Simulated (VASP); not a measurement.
Crystal: Ge4P.

```
CELL_PARAMETERS angstrom
-2.92252 2.92252 2.92252
2.92252 -2.92252 2.92252
2.92252 2.92252 -2.92252
ATOMIC_POSITIONS crystal
Ge 0.46231 0.46231 0.46231
Ge 0.00000 0.00000 0.53769
Ge 0.00000 0.53769 0.00000
Ge 0.53769 0.00000 0.00000
P 0.00000 0.00000 0.00000
```

The cell was generated, and may not be a known phase.

* Program: VASP 6.6.1
* Task: relaxation of cell and atoms
* Functional: PBE
* Potentials or basis: VASP PAW PBE potentials, release 64 (Ge_d, P)
* Cutoff: 600 eV
* k mesh: 4 × 4 × 4
* Occupations: gaussian, width 0.1 eV
* Spin: no spin polarisation

At the start: pressure 7.2 GPa; volume 19.97 Å³/atom.

Question: Where does the relaxation end?

Answer: Over 3 steps the energy falls by 46.9 meV/atom and the volume is 22.16 Å³/atom (+11.0 %); space group I-43m (No. 217, to 0.1 Å) before and after.

Step by step:
```csv
step,energy change (eV),largest force (eV/Å),pressure (GPa),volume (Å³)
1,0.0000,0.3434,7.21,99.85
2,-0.2241,0.0753,-1.16,113.40
3,-0.2344,0.0084,-0.03,110.80
```

Final structure:
```yaml
crystal:
  lattice:
    - [-3.02574, 3.02574, 3.02574]
    - [3.02574, -3.02574, 3.02574]
    - [3.02574, 3.02574, -3.02574]
  atoms:
    - { symbol: Ge, position: [0.46500, 0.46500, 0.46500] }
    - { symbol: Ge, position: [0.00000, 0.00000, 0.53500] }
    - { symbol: Ge, position: [0.00000, 0.53500, 0.00000] }
    - { symbol: Ge, position: [0.53500, 0.00000, 0.00000] }
    - { symbol: P, position: [0.00000, 0.00000, 0.00000] }
```

Caveat: the k points lie up to 0.37 Å⁻¹ apart in the final cell, too coarse for converged energies and pressures of a metal; an odd number of electrons without spin polarisation forces a metal; a magnetic or distorted state may lie lower.
